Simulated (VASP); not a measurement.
# PrPb5 (R-3m) in VASP: further runs

Runs on PrPb5. Level: PBE. Tasks: single point.

Everything below comes from runs of VASP 6.6.1. Logs are shortened: lines on timing, memory, paths and dates and some standing lists are left out, and cuts for length are marked.

**1. The cell of the first run**

The structure is trigonal, space group R-3m (No. 166). The conventional cell has a = 6.629 Å, b = 6.629 Å, c = 17.921 Å, α = 90.00°, β = 90.00°, γ = 120.00°. Within 4.3 Å of Pr (site symmetry -3m) lie 8 Pb at 3.27 to 3.31 Å. Within 4.4 Å of Pb (site symmetry 2/m) lie 6 Pb at 3.31 Å and 2 Pr at 3.31 Å. Pb (site symmetry 3m) has 1 Pr at 3.27 Å and 6 Pb at 3.31 to 3.87 Å within 4.3 Å.

The cell was generated, and may not be a known phase.

**2. Single point, PBE**

INCAR reads:

```
  PREC = Accurate
  ENCUT = 500
  EDIFF = 1E-6
  ISMEAR = 0
  SIGMA = 0.1
  LREAL = False
  LASPH = True
  NELM = 200
  ALGO = Normal
  ISIF = 2
  LWAVE = False
  LCHARG = False
  GGA = PE
  NBANDS = 50
  GGA_COMPAT = False
  LMAXMIX = 6
```

KPOINTS reads:

```
Automatic mesh
0
Gamma
  3 3 3
```

POSCAR reads:

```
PrPb5
1.0
    3.3144267210      1.9135851596      5.9737040096
   -3.3144267210      1.9135851596      5.9737040096
    0.0000000000     -3.8271703191      5.9737040096
Pr Pb
1 5
Direct
    0.5000000000      0.5000000000      0.5000000000
    0.0000000000      0.0000000000      0.5000000000
    0.5000000000      0.0000000000      0.0000000000
    0.0000000000      0.5000000000      0.0000000000
    0.3173076552      0.3173076552      0.3173076552
    0.6826923448      0.6826923448      0.6826923448
```

Potentials or basis: VASP PAW PBE potentials, release 64 (Pr_3, Pb_d), 4f in core.

Run with:

```bash
$ cat potpaw_PBE.64/Pr_3/POTCAR potpaw_PBE.64/Pb_d/POTCAR > POTCAR
$ mpirun -np 1 vasp_std > vasp.out
```

OUTCAR:

```text
PREC = Accurate
   ENCUT = 500
   EDIFF = 1E-6
   ISMEAR = 0
   LREAL = False
   LASPH = True
   NELM = 200
   ISIF = 2
   GGA = PE

 ion  position               nearest neighbor table
   1  0.500  0.500  0.500-   5 3.27   6 3.27   3 3.31   4 3.31   3 3.31   4 3.31   2 3.31   2 3.31

   2  0.000  0.000  0.500-   5 3.31   6 3.31   3 3.31   4 3.31   4 3.31   3 3.31   1 3.31   1 3.31

   3  0.500  0.000  0.000-   5 3.31   6 3.31   1 3.31   2 3.31   1 3.31   2 3.31   4 3.31   4 3.31

   4  0.000  0.500  0.000-   5 3.31   6 3.31   1 3.31   2 3.31   2 3.31   1 3.31   3 3.31   3 3.31

   5  0.317  0.317  0.317-   1 3.27   3 3.31   4 3.31   2 3.31   6 3.87   6 3.87   6 3.87
   6  0.683  0.683  0.683-   1 3.27   3 3.31   4 3.31   2 3.31   5 3.87   5 3.87   5 3.87

  LATTYP: Found a trigonal (rhomboedric) cell.
 ALAT       =     7.0945311506
 COS(alpha) =     0.5634847317

  Lattice vectors:

 A1 = (   3.3144267210,   1.9135851596,   5.9737040096)
 A2 = (  -3.3144267210,   1.9135851596,   5.9737040096)
 A3 = (   0.0000000000,  -3.8271703191,   5.9737040096)

Analysis of symmetry for initial positions (statically):
=====================================================================
 Subroutine PRICEL returns:
 Original cell was already a primitive cell.

 Routine SETGRP: Setting up the symmetry group for a
 trigonal (rhombohedral) supercell.

 Subroutine GETGRP returns: Found 12 space group operations
 (whereof 12 operations were pure point group operations)
 out of a pool of 12 trial point group operations.

The static configuration has the point symmetry D_3d.

Analysis of symmetry for dynamics (positions and initial velocities):
=====================================================================
 Subroutine PRICEL returns:
 Original cell was already a primitive cell.

 Routine SETGRP: Setting up the symmetry group for a
 trigonal (rhombohedral) supercell.

 Subroutine GETGRP returns: Found 12 space group operations
 (whereof 12 operations were pure point group operations)
 out of a pool of 12 trial point group operations.

The dynamic configuration has the point symmetry D_3d.

 Subroutine INISYM returns: Found 12 space group operations
 (whereof 12 operations are pure point group operations),
 and found     1 'primitive' translations

----------------------------------------------------------------------------------------

                                     Primitive cell

  volume of cell :     227.3271

  direct lattice vectors                    reciprocal lattice vectors
     3.314426721  1.913585160  5.973704010     0.150855651  0.087096551  0.055800109
    -3.314426721  1.913585160  5.973704010    -0.150855651  0.087096551  0.055800109
     0.000000000 -3.827170319  5.973704010     0.000000000 -0.174193101  0.055800109

  length of vectors
     7.094531151  7.094531151  7.094531151     0.182912243  0.182912243  0.182912243

  position of ions in fractional coordinates (direct lattice)
     0.500000000  0.500000000  0.500000000
     0.000000000  0.000000000  0.500000000
     0.500000000  0.000000000  0.000000000
     0.000000000  0.500000000  0.000000000
     0.317307655  0.317307655  0.317307655
     0.682692345  0.682692345  0.682692345

  ion indices of the primitive-cell ions
   primitive index   ion index
                 1           1
                 2           2
                 3           3
                 4           4
                 5           5
                 6           6

----------------------------------------------------------------------------------------

 KPOINTS: Automatic mesh

Automatic generation of k-mesh.
 Grid dimensions read from file:
 generate k-points for:    3    3    3

 Generating k-lattice:

  Cartesian coordinates                     Fractional coordinates (reciprocal lattice)
     0.050285217  0.029032184  0.018600036     0.333333333 -0.000000000 -0.000000000
    -0.050285217  0.029032184  0.018600036    -0.000000000  0.333333333 -0.000000000
     0.000000000 -0.058064367  0.018600036    -0.000000000 -0.000000000  0.333333333

  Length of vectors
     0.060970748  0.060970748  0.060970748

  Shift w.r.t. Gamma in fractional coordinates (k-lattice)
     0.000000000  0.000000000  0.000000000

 Subroutine IBZKPT returns following result:
 ===========================================

 Found      6 irreducible k-points:

 Following reciprocal coordinates:
            Coordinates               Weight
  0.000000  0.000000  0.000000      1.000000
  0.333333  0.000000  0.000000      6.000000
  0.333333  0.333333  0.000000      6.000000
 -0.333333  0.333333  0.000000      6.000000
  0.333333  0.333333  0.333333      2.000000
 -0.333333  0.333333  0.333333      6.000000
   k-points           NKPTS =      6   k-points in BZ     NKDIM =      6   number of bands    NBANDS=     50
   number of dos      NEDOS =    301   number of ions     NIONS =      6
   total plane-waves  NPLWV = 157464
   dimension x,y,z NGX =    54 NGY =   54 NGZ =   54
   dimension x,y,z NGXF=   108 NGYF=  108 NGZF=  108
   ions per type =               1   5
   NGX,Y,Z   is equivalent  to a cutoff of  12.65, 12.65, 12.65 a.u.
   NGXF,Y,Z  is equivalent  to a cutoff of  25.31, 25.31, 25.31 a.u.
 SYSTEM =  unknown system
   PREC   = accura    normal or accurate (medium, high low for compatibility)
   ISTART =      0    job   : 0-new  1-cont  2-samecut
   ICHARG =      2    charge: 1-file 2-atom 10-const
   ISPIN  =      1    spin polarized calculation?
   LNONCOLLINEAR =      F non collinear calculations
   LSORBIT =      F    spin-orbit coupling
   LASPH  =      T    aspherical Exc in radial PAW
   ENCUT  =  500.0 eV  36.75 Ry    6.06 a.u.  12.93 12.93 12.93*2*pi/ulx,y,z
   NELM   =    200;   NELMIN=  2; NELMDL= -5     # of ELM steps
   EDIFF  = 0.1E-05   stopping-criterion for ELM
   LREAL  =      F    real-space projection
   EDIFFG = 0.1E-04   stopping-criterion for IOM
   NSW    =      0    number of steps for IOM
   IBRION =     -1    ionic relax: 0-MD 1-quasi-New 2-CG
   NFREE  =      0    steps in history (QN), initial steepest desc. (CG)
   ISIF   =      2    stress and relaxation
   ISYM   =      2    0-nonsym 1-usesym 2-fastsym
   POTIM  = 0.5000    time-step for ionic-motion
   TEBEG  =    0.0;   TEEND  =   0.0 temperature during run
   PSTRESS=    0.0 pullay stress
   NELECT =      81.0000    total number of electrons
   NUPDOWN=      -1.0000    fix difference up-down
   EMIN   =  10.00;   EMAX   =-10.00  energy-range for DOS
   EFERMI =   0.00;   METHOD = LEGACY
   ISMEAR =     0;   SIGMA  =   0.10  broadening in eV -4-tet -1-fermi 0-gaus
   EFERMI_NEDOS =   21; number of points for ismear=-14 and -15
   IALGO  =     38    algorithm
   IMIX   =      4    mixing-type and parameters
     AMIX     =   0.40;   BMIX     =  1.00
     AMIX_MAG =   1.60;   BMIX_MAG =  1.00
  volume/ion in A,a.u.               =      37.89       255.68
  Fermi-wavevector in a.u.,A,eV,Ry     =   1.160609  2.193234 18.327243  1.347014
  Thomas-Fermi vector in A             =   2.297190
   LORBIT       =      0    0 simple, 1 ext, 2 COOP (PROOUT), +10 PAW based schemes
   GGA     = PE    functional components
   LHFCALC =     F    Hartree Fock is set to
   AEXX    =    0.0000 exact exchange contribution
   IVDW    =     0    specifies the selected vdW correction
   LEPSILON=     F    determine dielectric tensor
   LRPA    =     F    only Hartree local field effects (RPA)
 non-spin polarized calculation
 Gauss-broadening in eV      SIGMA  =   0.10
  energy-cutoff  :      500.00
  volume of cell :      227.33
 maximum number of plane-waves:      5783
 NGX is ok and might be reduce to    54
   NGX = 25   NGY = 25   NGZ = 25

 number of electron      80.9999992 magnetization

 Free energy of the ion-electron system (eV)
  ---------------------------------------------------
  ext. energy  EPLUGINS =         0.00000000
  ---------------------------------------------------
  free energy    TOTEN  =       -22.59667395 eV

  energy without entropy =      -22.56871921  energy(sigma->0) =      -22.58269658

 E-fermi :   4.8027     XC(G=0):  -8.9441

 val. band max:        4.3788140712   @ k =   0.0000   0.0000   0.0000
 cond. band min:       4.8190536112   @ k =  -0.3333   0.3333   0.3333
 fundamental gap:      0.4402395400
 Fermi energy:         4.8026539643

 k-point     1 :       0.0000    0.0000    0.0000
  band No.  band energies     occupation
      1     -32.1043      2.00000
      2     -14.2187      2.00000
      3     -14.0986      2.00000
      4     -14.0986      2.00000
      5     -12.5629      2.00000
      6     -12.5055      2.00000
[... 42 lines left out ...]
     49       8.1235      0.00000
     50       8.9037      0.00000

 k-point     2 :       0.3333    0.0000    0.0000
  band No.  band energies     occupation
      1     -32.1040      2.00000
      2     -14.2226      2.00000
      3     -14.1722      2.00000
      4     -14.1262      2.00000
      5     -12.5310      2.00000
      6     -12.5036      2.00000
[... 42 lines left out ...]
     49       8.4004      0.00000
     50       8.6510      0.00000

 k-point     3 :       0.3333    0.3333    0.0000
  band No.  band energies     occupation
      1     -32.1040      2.00000
      2     -14.2231      2.00000
      3     -14.1724      2.00000
      4     -14.1254      2.00000
      5     -12.5094      2.00000
      6     -12.5049      2.00000
[... 42 lines left out ...]
     49       7.6536      0.00000
     50       8.2909      0.00000

 k-point     4 :      -0.3333    0.3333    0.0000
  band No.  band energies     occupation
      1     -32.1038      2.00000
      2     -14.2246      2.00000
      3     -14.1740      2.00000
      4     -14.1735      2.00000
      5     -12.5182      2.00000
      6     -12.4986      2.00000
[... 42 lines left out ...]
     49       7.7347      0.00000
     50       8.3988      0.00000

 k-point     5 :       0.3333    0.3333    0.3333
  band No.  band energies     occupation
      1     -32.1043      2.00000
      2     -14.2203      2.00000
      3     -14.0976      2.00000
      4     -14.0976      2.00000
      5     -12.5201      2.00000
      6     -12.5055      2.00000
[... 42 lines left out ...]
     49       7.7048      0.00000
     50       8.4835      0.00000

 k-point     6 :      -0.3333    0.3333    0.3333
  band No.  band energies     occupation
      1     -32.1040      2.00000
      2     -14.2234      2.00000
      3     -14.1719      2.00000
      4     -14.1254      2.00000
      5     -12.5258      2.00000
      6     -12.5065      2.00000
[... 42 lines left out ...]
     49       7.7927      0.00000
     50       8.3808      0.00000

------------------------ aborting loop because EDIFF is reached ----------------------------------------

  FORCE on cell =-STRESS in cart. coord.  units (eV):
  Direction    XX          YY          ZZ          XY          YZ          ZX
  --------------------------------------------------------------------------------------
  -------------------------------------------------------------------------------------
  Total       -0.0056340     -0.0056340      0.1188308      0.0000000      0.0000000      0.0000000
  in kB       -0.0397077     -0.0397077      0.8375068      0.0000000      0.0000000      0.0000000
  external PRESSURE =       0.2526972 kB  Pullay stress =       0.0000000 kB

 VOLUME and BASIS-vectors are now :
 -----------------------------------------------------------------------------
  energy-cutoff  :      500.00
  volume of cell :      227.33
      direct lattice vectors                 reciprocal lattice vectors
     3.314426721  1.913585160  5.973704010     0.150855651  0.087096551  0.055800109
    -3.314426721  1.913585160  5.973704010    -0.150855651  0.087096551  0.055800109
     0.000000000 -3.827170319  5.973704010     0.000000000 -0.174193101  0.055800109

 POSITION                                       TOTAL-FORCE (eV/Angst)
 -----------------------------------------------------------------------------------
      0.00000      0.00000      8.96056         0.000000     -0.000000     -0.000000
      0.00000     -1.91359      2.98685        -0.000000     -0.000000      0.000000
      1.65721      0.95679      2.98685        -0.000000      0.000000      0.000000
     -1.65721      0.95679      2.98685         0.000000     -0.000000     -0.000000
      0.00000      0.00000      5.68651         0.000000      0.000000      0.004104
      0.00000      0.00000     12.23461         0.000000     -0.000000     -0.004104
 -----------------------------------------------------------------------------------
    total drift:                               -0.000000     -0.000000      0.000000

  FREE ENERGIE OF THE ION-ELECTRON SYSTEM (eV)
  ---------------------------------------------------
  free  energy   TOTEN  =       -22.5966739466 eV

  energy  without entropy=      -22.5687192073  energy(sigma->0) =      -22.58269658
```

Run time: 81 s. Hardware: 1 thread of Intel Xeon 6975P-C (Granite Rapids), shared host; peak memory 0.39 GiB.

Results:

```yaml
Free_energy: -22.5967 eV
Pressure: 0.0 GPa
Largest_force: 0.004 eV/Å
Band_gap_on_the_k_mesh: zero (an odd number of electrons rules out a gap without spin polarisation)
```

Forces in eV/Å, atoms in the order of the input:
```
Pr   0.000  0.000  0.000
Pb   0.000  0.000  0.000
Pb   0.000  0.000  0.000
Pb   0.000  0.000  0.000
Pb   0.000  0.000  0.004
Pb   0.000  0.000 -0.004
```

Caveat: the k points lie up to 0.38 Å⁻¹ apart, too coarse for converged energies and pressures of a metal; spin-orbit coupling is left out, which moves the levels of the heavy elements; the 4f electrons are frozen in the core, so they carry no moment and show no levels. Spin polarisation is off, so any magnetic state and its effect on volume and gap are missing.

[end of part 1 of 2]

The gap in the log of VASP goes by the Fermi energy; the results here count the filled bands.